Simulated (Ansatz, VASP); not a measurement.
ZrB2: VASP beside Ansatz

Contents of INCAR:

```
SYSTEM = ZrB2
ALGO = Normal ; EDIFF = 1E-8
ENCUT = 520 ; GGA = CA
ISIF = 2 ; ISMEAR = -1
LASPH = .TRUE. ; LCHARG = .FALSE.
LEFG = .TRUE. ; LREAL = .FALSE.
LWAVE = .FALSE. ; NBANDS = 16
NELM = 80 ; PREC = Accurate
SIGMA = 0.03
```

Contents of KPOINTS:

```
k-points
0
G
  13 13 10
  0 0 0
```

The input POSCAR:

```
ZrB2
1.0
    3.1649998255      0.0000000000      0.0000000000
   -1.5824999128      2.7409702519      0.0000000000
    0.0000000000      0.0000000000      3.5200000000
Zr B
1 2
Direct
    0.0000000000      0.0000000000      0.0000000000
    0.3333333333      0.6666666667      0.5000000000
    0.6666666667      0.3333333333      0.5000000000
```

Input for Ansatz:

```yaml
crystal:
  lattice:
    - [3.1649998255, 0.0, 0.0]
    - [-1.5824999128, 2.7409702519, 0.0]
    - [0.0, 0.0, 3.52]
  atoms:
    - { symbol: Zr, position: [0.0, 0.0, 0.0] }
    - { symbol: B, position: [0.3333333333, 0.6666666667, 0.5] }
    - { symbol: B, position: [0.6666666667, 0.3333333333, 0.5] }
kpoints:
  mp_grid: { grid: [13, 13, 10] }
  band_path:
    path:
      - [0.0, 0.0, 0.0]
      - [0.5, 0.0, 0.0]
      - [0.3333333333, 0.3333333333, 0.0]
      - [0.0, 0.0, 0.0]
      - [0.0, 0.0, 0.5]
      - [0.5, 0.0, 0.5]
      - [0.3333333333, 0.3333333333, 0.5]
      - [0.0, 0.0, 0.5]
      - [0.5, 0.0, 0.5]
    npoints: 8
scf:
  occupations: { method: fermi_dirac, width: 0.03 }
hamiltonian:
  xc: lda
  pseudopotentials: { kind: all_electron, datasets: crystal }
output:
  forces: true
  stress: true
  eigenvalues: true
  efg: { contact_densities: true }
```

Alike in both runs: task electric field gradients; functional LDA; k mesh 13 × 13 × 10; occupations fermi-dirac, width 0.03 eV; no spin polarisation.

```csv
,VASP,Ansatz
version,VASP 6.6.1,Ansatz 0.2.0
potentials or method,"VASP PAW LDA potentials, release 64 (Zr_sv, B), cutoff 520 eV","all-electron PAW with datasets made for the crystal, scalar-relativistic"
```

```csv
,VASP,Ansatz,Ansatz less VASP
pressure (GPa),-6.8,-7.3,-0.46
"traceless stress, the component that is largest in VASP (GPa)",0.85,0.85,+0.003
size of Vzz on the site where it differs most (V/Å²),44.6,47.4,+2.82
```

LDA's correlation is that of Perdew and Zunger in VASP and of Perdew and Wang (1992) in Ansatz. Ansatz ran all-electron here, and VASP with PAW potentials.
